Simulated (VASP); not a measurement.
# SnO2 (Pnnm) in VASP: notebook

Runs on SnO2. Level: PBEsol. Tasks: single point.

Everything below comes from runs of VASP 6.6.1. Logs are shortened: lines on timing, memory, paths and dates and some standing lists are left out, and cuts for length are marked.

**1. The cell of the first run**

The typed cell holds 6 atoms: a = 5.055 Å, b = 5.056 Å, c = 3.096 Å, α = 90.00°, β = 90.00°, γ = 90.00°.

**2. Single point, PBEsol (biaxial strain in the a-b plane: +6.0 %)**

The input, INCAR:

```
  ALGO = Normal
  EDIFF = 1E-6
  ENCUT = 520
  GGA = PS
  ISIF = 2
  ISMEAR = 0
  LASPH = True
  LCHARG = True
  LELF = True
  LREAL = False
  LVHAR = True
  LWAVE = False
  NBANDS = 35
  NELM = 80
  PREC = Accurate
  SIGMA = 0.02
```

The input, KPOINTS:

```
k-points
0
Gamma
  6 6 8
```

The input, POSCAR:

```
SnO2
1.0
    5.0547771024      0.0000000000      0.0000000000
    0.0000000000      5.0562697539      0.0000000000
    0.0000000000      0.0000000000      3.0963478922
Sn O
2 4
Direct
    0.5000000000      0.5000000000      0.5000000000
    0.0000000000      0.0000000000      0.0000000000
    0.3074638526      0.3075430387      0.0000000000
    0.8074638526      0.1924569613      0.5000000000
    0.1925361474      0.8075430387      0.5000000000
    0.6925361474      0.6924569613      0.0000000000
```

Potentials or basis: VASP PAW PBE potentials, release 64 (Sn_d, O).

Launch:

```
$ cat potpaw_PBE.64/Sn_d/POTCAR potpaw_PBE.64/O/POTCAR > POTCAR
$ mpirun -np 1 vasp_std > vasp.out
```

OUTCAR:

```text
EDIFF = 1E-6
   ENCUT = 520
   GGA = PS
   ISIF = 2
   ISMEAR = 0
   LASPH = True
   LREAL = False
   NELM = 80
   PREC = Accurate

 ion  position               nearest neighbor table
   1  0.500  0.500  0.500-   3 2.07   6 2.07   3 2.07   6 2.07   5 2.20   4 2.20
   2  0.000  0.000  0.000-   4 2.07   5 2.07   4 2.07   5 2.07   3 2.20   6 2.20
   3  0.307  0.308  0.000-   1 2.07   1 2.07   2 2.20
   4  0.807  0.192  0.500-   2 2.07   2 2.07   1 2.20
   5  0.193  0.808  0.500-   2 2.07   2 2.07   1 2.20
   6  0.693  0.692  0.000-   1 2.07   1 2.07   2 2.20

  LATTYP: Found a simple orthorhombic cell.
 ALAT       =     3.0963478922
 B/A-ratio  =     1.6324965018
 C/A-ratio  =     1.6329785702

  Lattice vectors:

 A1 = (   0.0000000000,   0.0000000000,   3.0963478922)
 A2 = (   5.0547771024,   0.0000000000,   0.0000000000)
 A3 = (   0.0000000000,   5.0562697539,   0.0000000000)

Analysis of symmetry for initial positions (statically):
=====================================================================
 Subroutine PRICEL returns:
 Original cell was already a primitive cell.

 Routine SETGRP: Setting up the symmetry group for a
 simple orthorhombic supercell.

 Subroutine GETGRP returns: Found  8 space group operations
 (whereof  4 operations were pure point group operations)
 out of a pool of  8 trial point group operations.

The static configuration has the point symmetry C_2h.
 The point group associated with its full space group is D_2h.

Analysis of symmetry for dynamics (positions and initial velocities):
=====================================================================
 Subroutine PRICEL returns:
 Original cell was already a primitive cell.

 Routine SETGRP: Setting up the symmetry group for a
 simple orthorhombic supercell.

 Subroutine GETGRP returns: Found  8 space group operations
 (whereof  4 operations were pure point group operations)
 out of a pool of  8 trial point group operations.

The dynamic configuration has the point symmetry C_2h.
 The point group associated with its full space group is D_2h.

 Subroutine INISYM returns: Found  8 space group operations
 (whereof  4 operations are pure point group operations),
 and found     1 'primitive' translations

----------------------------------------------------------------------------------------

                                     Primitive cell

  volume of cell :      79.1374

  direct lattice vectors                    reciprocal lattice vectors
     5.054777102  0.000000000  0.000000000     0.197832660  0.000000000  0.000000000
     0.000000000  5.056269754  0.000000000     0.000000000  0.197774258  0.000000000
     0.000000000  0.000000000  3.096347892     0.000000000  0.000000000  0.322961125

  length of vectors
     5.054777102  5.056269754  3.096347892     0.197832660  0.197774258  0.322961125

  position of ions in fractional coordinates (direct lattice)
     0.500000000  0.500000000  0.500000000
     0.000000000  0.000000000  0.000000000
     0.307463853  0.307543039  0.000000000
     0.807463853  0.192456961  0.500000000
     0.192536147  0.807543039  0.500000000
     0.692536147  0.692456961  0.000000000

  ion indices of the primitive-cell ions
   primitive index   ion index
                 1           1
                 2           2
                 3           3
                 4           4
                 5           5
                 6           6

----------------------------------------------------------------------------------------

 KPOINTS: k-points

Automatic generation of k-mesh.
 Grid dimensions read from file:
 generate k-points for:    6    6    8

 Generating k-lattice:

  Cartesian coordinates                     Fractional coordinates (reciprocal lattice)
     0.032972110  0.000000000  0.000000000     0.166666667  0.000000000  0.000000000
     0.000000000  0.032962376  0.000000000     0.000000000  0.166666667  0.000000000
     0.000000000  0.000000000  0.040370141     0.000000000  0.000000000  0.125000000

  Length of vectors
     0.032972110  0.032962376  0.040370141

  Shift w.r.t. Gamma in fractional coordinates (k-lattice)
     0.000000000  0.000000000  0.000000000

 Subroutine IBZKPT returns following result:
 ===========================================

 Found     80 irreducible k-points:

 Following reciprocal coordinates:
            Coordinates               Weight
  0.000000  0.000000  0.000000      1.000000
  0.166667  0.000000  0.000000      2.000000
  0.333333  0.000000  0.000000      2.000000
  0.500000  0.000000  0.000000      1.000000
  0.000000  0.166667  0.000000      2.000000
  0.166667  0.166667  0.000000      4.000000
[... 16 lines left out ...]
  0.333333  0.166667  0.125000      8.000000
  0.500000  0.166667  0.125000      4.000000
 [... further k-points ...]
   k-points           NKPTS =     80   k-points in BZ     NKDIM =     80   number of bands    NBANDS=     35
   number of dos      NEDOS =    301   number of ions     NIONS =      6
   total plane-waves  NPLWV =  38400
   dimension x,y,z NGX =    40 NGY =   40 NGZ =   24
   dimension x,y,z NGXF=    80 NGYF=   80 NGZF=   48
   ions per type =               2   4
   NGX,Y,Z   is equivalent  to a cutoff of  13.16, 13.15, 12.89 a.u.
   NGXF,Y,Z  is equivalent  to a cutoff of  26.31, 26.30, 25.77 a.u.
 SYSTEM =  unknown system
   PREC   = accura    normal or accurate (medium, high low for compatibility)
   ISTART =      0    job   : 0-new  1-cont  2-samecut
   ICHARG =      2    charge: 1-file 2-atom 10-const
   ISPIN  =      1    spin polarized calculation?
   LNONCOLLINEAR =      F non collinear calculations
   LSORBIT =      F    spin-orbit coupling
   LASPH  =      T    aspherical Exc in radial PAW
   ENCUT  =  520.0 eV  38.22 Ry    6.18 a.u.   9.40  9.40  5.76*2*pi/ulx,y,z
   NELM   =     80;   NELMIN=  2; NELMDL= -5     # of ELM steps
   EDIFF  = 0.1E-05   stopping-criterion for ELM
   LREAL  =      F    real-space projection
   EDIFFG = 0.1E-04   stopping-criterion for IOM
   NSW    =      0    number of steps for IOM
   IBRION =     -1    ionic relax: 0-MD 1-quasi-New 2-CG
   NFREE  =      0    steps in history (QN), initial steepest desc. (CG)
   ISIF   =      2    stress and relaxation
   ISYM   =      2    0-nonsym 1-usesym 2-fastsym
   POTIM  = 0.5000    time-step for ionic-motion
   TEBEG  =    0.0;   TEEND  =   0.0 temperature during run
   PSTRESS=    0.0 pullay stress
   NELECT =      52.0000    total number of electrons
   NUPDOWN=      -1.0000    fix difference up-down
   EMIN   =  10.00;   EMAX   =-10.00  energy-range for DOS
   EFERMI =   0.00;   METHOD = LEGACY
   ISMEAR =     0;   SIGMA  =   0.02  broadening in eV -4-tet -1-fermi 0-gaus
   EFERMI_NEDOS =   21; number of points for ismear=-14 and -15
   IALGO  =     38    algorithm
   IMIX   =      4    mixing-type and parameters
     AMIX     =   0.40;   BMIX     =  1.00
     AMIX_MAG =   1.60;   BMIX_MAG =  1.00
  volume/ion in A,a.u.               =      13.19        89.01
  Fermi-wavevector in a.u.,A,eV,Ry     =   1.423252  2.689557 27.560609  2.025648
  Thomas-Fermi vector in A             =   2.543870
   LORBIT       =      0    0 simple, 1 ext, 2 COOP (PROOUT), +10 PAW based schemes
   GGA     = PS    functional components
   LHFCALC =     F    Hartree Fock is set to
   AEXX    =    0.0000 exact exchange contribution
   IVDW    =     0    specifies the selected vdW correction
   LEPSILON=     F    determine dielectric tensor
   LRPA    =     F    only Hartree local field effects (RPA)
 non-spin polarized calculation
 Gauss-broadening in eV      SIGMA  =   0.02
  energy-cutoff  :      520.00
  volume of cell :       79.14
 maximum number of plane-waves:      2156
 NGX is ok and might be reduce to    40
   NGX = 19   NGY = 19   NGZ = 11

 number of electron      52.0000018 magnetization

 Free energy of the ion-electron system (eV)
  ---------------------------------------------------
  ext. energy  EPLUGINS =         0.00000000
  ---------------------------------------------------
  free energy    TOTEN  =       -39.27975427 eV

  energy without entropy =      -39.27975427  energy(sigma->0) =      -39.27975427

 E-fermi :   4.9729     XC(G=0): -10.9546

 val. band max:        4.8069230949   @ k =   0.0000   0.0000   0.0000
 cond. band min:       5.3426312242   @ k =   0.0000   0.0000   0.0000
 fundamental gap:      0.5357081292
 Fermi energy:         4.9729186614

 k-point     1 :       0.0000    0.0000    0.0000
  band No.  band energies     occupation
      1     -16.1497      2.00000
      2     -15.6904      2.00000
      3     -15.3285      2.00000
      4     -15.2864      2.00000
      5     -15.2864      2.00000
      6     -15.2162      2.00000
[... 27 lines left out ...]
     34      15.5783      0.00000
     35      16.4298      0.00000

 k-point     2 :       0.1667    0.0000    0.0000
  band No.  band energies     occupation
      1     -16.1217      2.00000
      2     -15.7205      2.00000
      3     -15.3253      2.00000
      4     -15.2855      2.00000
      5     -15.2854      2.00000
      6     -15.2156      2.00000
[... 27 lines left out ...]
     34      15.7831      0.00000
     35      16.4404      0.00000

 k-point     3 :       0.3333    0.0000    0.0000
  band No.  band energies     occupation
      1     -16.0423      2.00000
      2     -15.8072      2.00000
      3     -15.3148      2.00000
      4     -15.2834      2.00000
      5     -15.2834      2.00000
      6     -15.2592      2.00000
[... 27 lines left out ...]
     34      16.3567      0.00000
     35      16.4521      0.00000

 k-point     4 :       0.5000    0.0000    0.0000
  band No.  band energies     occupation
      1     -15.9273      2.00000
      2     -15.9273      2.00000
      3     -15.2941      2.00000
      4     -15.2941      2.00000
      5     -15.2823      2.00000
      6     -15.2823      2.00000
[... 27 lines left out ...]
     34      16.3764      0.00000
     35      17.1913      0.00000

 k-point     5 :       0.0000    0.1667    0.0000
  band No.  band energies     occupation
      1     -16.1217      2.00000
      2     -15.7205      2.00000
      3     -15.3253      2.00000
      4     -15.2855      2.00000
      5     -15.2854      2.00000
      6     -15.2156      2.00000
[... 638 lines left out ...]
 k-point    22 :       0.1667    0.1667    0.1250
  band No.  band energies     occupation
      1     -16.0218      2.00000
      2     -15.6722      2.00000
      3     -15.4368      2.00000
      4     -15.4335      2.00000
      5     -15.2912      2.00000
      6     -15.2150      2.00000
[... 27 lines left out ...]
     34      16.0209      0.00000
     35      16.4498      0.00000

 k-point    23 :       0.3333    0.1667    0.1250
  band No.  band energies     occupation
      1     -15.9591      2.00000
      2     -15.7585      2.00000
      3     -15.4366      2.00000
      4     -15.4336      2.00000
      5     -15.2807      2.00000
      6     -15.2373      2.00000
[... 27 lines left out ...]
     34      16.2498      0.00000
     35      16.5115      0.00000

 k-point    24 :       0.5000    0.1667    0.1250
  band No.  band energies     occupation
      1     -15.8646      2.00000
      2     -15.8646      2.00000
      3     -15.4352      2.00000
      4     -15.4352      2.00000
      5     -15.2617      2.00000
      6     -15.2617      2.00000
[... 27 lines left out ...]
     34      16.2674      0.00000
     35      16.7225      0.00000

 [... further k-points ...]
[... 5 lines left out ...]
  --------------------------------------------------------------------------------------
  -------------------------------------------------------------------------------------
  Total       -6.4258332     -6.4370400      0.7179682     -0.0000000      0.0000000      0.0000000
  in kB     -130.0942309   -130.3211174     14.5356270     -0.0000000      0.0000000      0.0000000
  external PRESSURE =     -81.9599071 kB  Pullay stress =       0.0000000 kB

 VOLUME and BASIS-vectors are now :
 -----------------------------------------------------------------------------
  energy-cutoff  :      520.00
  volume of cell :       79.14
      direct lattice vectors                 reciprocal lattice vectors
     5.054777102  0.000000000  0.000000000     0.197832660  0.000000000  0.000000000
     0.000000000  5.056269754  0.000000000     0.000000000  0.197774258  0.000000000
     0.000000000  0.000000000  3.096347892     0.000000000  0.000000000  0.322961125

 POSITION                                       TOTAL-FORCE (eV/Angst)
 -----------------------------------------------------------------------------------
      2.52739      2.52813      1.54817        -0.000000     -0.000000      0.000000
      0.00000      0.00000      0.00000        -0.000000     -0.000000      0.000000
      1.55416      1.55502      0.00000         0.094603      0.094527     -0.000000
      4.08155      0.97311      1.54817         0.094603     -0.094527     -0.000000
      0.97323      4.08316      1.54817        -0.094603      0.094527      0.000000
      3.50062      3.50125      0.00000        -0.094603     -0.094527      0.000000
 -----------------------------------------------------------------------------------
    total drift:                                0.000000      0.000000      0.000000

  FREE ENERGIE OF THE ION-ELECTRON SYSTEM (eV)
  ---------------------------------------------------
  free  energy   TOTEN  =       -39.2797542673 eV

  energy  without entropy=      -39.2797542673  energy(sigma->0) =      -39.27975427
```

Wall time 2.8 min (1 thread of Intel Xeon Platinum 8488C (Sapphire Rapids), shared host); peak memory 0.3 GiB.

Results:

- Free energy: -39.2798 eV
- Pressure: -8.2 GPa
- Largest force: 0.134 eV/Å
- Band gap on the k mesh: 0.54 eV

Forces in eV/Å, atoms in the order of the input:
```
Sn   0.000  0.000  0.000
Sn   0.000  0.000  0.000
O    0.095  0.095  0.000
O    0.095 -0.095  0.000
O   -0.095  0.095  0.000
O   -0.095 -0.095  0.000
```

Caveat: the cell differs from its parent crystal (biaxial strain in the a-b plane: +6.0 %); the cell stands under tension; the PAW data sets were made with another functional, which shifts forces and pressure a little; spin-orbit coupling is left out, which moves the levels of the heavy elements.

**3. Single point, PBEsol (biaxial strain in the a-b plane: +6.0 %, then relaxed in part)**

The input, INCAR:

```
SYSTEM = SnO2
  ALGO = Normal
  EDIFF = 1E-6
  ENCUT = 520
  GGA = PS
  ISIF = 2
  ISMEAR = 0
  LASPH = .TRUE.
  LCHARG = .TRUE.
  LELF = .TRUE.
  LREAL = .FALSE.
  LVHAR = .TRUE.
  LWAVE = .FALSE.
  NBANDS = 35
  NELM = 80
  PREC = Accurate
  SIGMA = 0.02
```

The input, KPOINTS:

```
k-points
0
G
  6 6 8
  0 0 0
```

The input, POSCAR:

```
SnO2
1.0
    5.0547771024      0.0000000000      0.0000000000
    0.0000000000      5.0562697539      0.0000000000
    0.0000000000      0.0000000000      3.1060606663
Sn O
2 4
Direct
    0.5000000000      0.5000000000      0.5000000000
    0.0000000000      0.0000000000      0.0000000000
    0.3091500906      0.3092160200      0.0000000000
    0.8091500906      0.1907839800      0.5000000000
    0.1908499094      0.8092160200      0.5000000000
    0.6908499094      0.6907839800      0.0000000000
```

Potentials or basis: VASP PAW PBE potentials, release 64 (Sn_d, O).

Launch:

```
$ cat potpaw_PBE.64/Sn_d/POTCAR potpaw_PBE.64/O/POTCAR > POTCAR
$ mpirun -np 1 vasp_std > vasp.out
```

Wall time 3.2 min (1 thread of Intel Xeon Platinum 8488C (Sapphire Rapids), shared host); peak memory 0.3 GiB.

The run converged. Its results:

| Quantity | Value |
| --- | --- |
| Free energy | -39.2841 eV |
| Pressure | -8.1 GPa |
| Largest force | 0.044 eV/Å |
| Band gap on the k mesh | 0.56 eV |

Forces in eV/Å, atoms in the order of the input:
```
Sn   0.000  0.000  0.000
Sn   0.000  0.000  0.000
O   -0.031 -0.031  0.000
O   -0.031  0.031  0.000
O    0.031 -0.031  0.000
O    0.031  0.031  0.000
```

Stress tensor (GPa, compression positive):
```
-12.59   0.00   0.00
  0.00 -12.62   0.00
  0.00   0.00   0.83
```

Levels at points of the mesh, in eV from the valence-band top:
| k point | band 22 | band 23 | band 24 | band 25 | band 26 | band 27 | band 28 | band 29 | band 30 | band 31 |
| --- | --- | --- | --- | --- | --- | --- | --- | --- | --- | --- |
| (0.00, 0.00, 0.00) | -1.03 | -1.03 | -0.80 | -0.80 | 0.00 | 0.56 | 5.78 | 6.21 | 6.22 | 9.73 |
| (0.50, 0.00, 0.00) | -1.86 | -1.00 | -1.00 | -0.68 | -0.68 | 3.46 | 3.46 | 7.03 | 7.03 | 9.21 |
| (0.00, 0.50, 0.00) | -1.86 | -1.00 | -1.00 | -0.68 | -0.68 | 3.46 | 3.46 | 7.03 | 7.03 | 9.21 |
| (0.50, 0.50, 0.00) | -1.68 | -1.07 | -1.07 | -0.93 | -0.93 | 3.97 | 3.97 | 7.11 | 7.11 | 9.24 |
| (0.00, 0.00, 0.50) | -2.44 | -1.35 | -1.35 | -1.12 | -1.12 | 5.16 | 5.16 | 8.64 | 8.64 | 9.21 |
| (0.50, 0.00, 0.50) | -1.57 | -0.98 | -0.98 | -0.88 | -0.88 | 5.34 | 5.34 | 6.67 | 6.67 | 10.69 |
| (0.00, 0.50, 0.50) | -1.57 | -0.98 | -0.98 | -0.88 | -0.88 | 5.34 | 5.34 | 6.66 | 6.66 | 10.69 |
| (0.50, 0.50, 0.50) | -2.40 | -0.95 | -0.95 | -0.80 | -0.80 | 3.96 | 3.96 | 8.00 | 8.00 | 9.95 |

Caveat: the cell differs from its parent crystal (biaxial strain in the a-b plane: +6.0 %, then relaxed in part); the cell stands under tension; the PAW data sets were made with another functional, which shifts forces and pressure a little; spin-orbit coupling is left out, which moves the levels of the heavy elements.

**4. Single point, PBEsol**

This run uses another cell than the first one, of 13.23 Å³/atom.

The input, INCAR:

```
PREC = Accurate
ENCUT = 520
EDIFF = 1E-7
ISMEAR = 0
SIGMA = 0.02
LREAL = F
LASPH = T
NELM = 80
ALGO = Normal
ISIF = 2
LWAVE = F
LCHARG = T
GGA = PS
LELF = T
LVHAR = T
NBANDS = 35
```

The input, KPOINTS:

```
Automatic mesh
0
Gamma
  6 6 8
```

POSCAR is that of step 3.

Launch:

```
$ cat potpaw_PBE.64/Sn_d/POTCAR potpaw_PBE.64/O/POTCAR > POTCAR
$ mpirun -np 1 vasp_std > vasp.out
```

It took 2.5 min on 1 thread of Intel Xeon Platinum 8488C (Sapphire Rapids), shared host; peak memory 0.31 GiB.

Results (log left out):

| Property | Result |
| --- | --- |
| Free energy | -39.2841 eV |
| Pressure | -8.1 GPa |
| Largest force | 0.044 eV/Å |
| Band gap on the k mesh | 0.56 eV |

Forces on the atoms (eV/Å):
```
Sn   0.000  0.000  0.000
Sn   0.000  0.000  0.000
O   -0.031 -0.031  0.000
O   -0.031  0.031  0.000
O    0.031 -0.031  0.000
O    0.031  0.031  0.000
```

Stress tensor (GPa, compression positive):
```
-12.59   0.00   0.00
  0.00 -12.62   0.00
  0.00   0.00   0.83
```

Levels at points of the mesh, in eV from the valence-band top:
```csv
k point,band 24,band 25,band 26,band 27,band 28,band 29
"(0.00, 0.00, 0.00)",-0.80,-0.80,0.00,0.56,5.78,6.21
"(0.50, 0.00, 0.00)",-1.00,-0.68,-0.68,3.46,3.46,7.03
"(0.00, 0.50, 0.00)",-1.00,-0.68,-0.68,3.46,3.46,7.03
"(0.50, 0.50, 0.00)",-1.07,-0.93,-0.93,3.97,3.97,7.11
"(0.00, 0.00, 0.50)",-1.35,-1.12,-1.12,5.16,5.16,8.64
"(0.50, 0.00, 0.50)",-0.98,-0.88,-0.88,5.34,5.34,6.67
"(0.00, 0.50, 0.50)",-0.98,-0.88,-0.88,5.34,5.34,6.66
"(0.50, 0.50, 0.50)",-0.95,-0.80,-0.80,3.96,3.96,8.00
```

Caveat: the cell stands under tension; the PAW data sets were made with another functional, which shifts forces and pressure a little; spin-orbit coupling is left out, which moves the levels of the heavy elements.
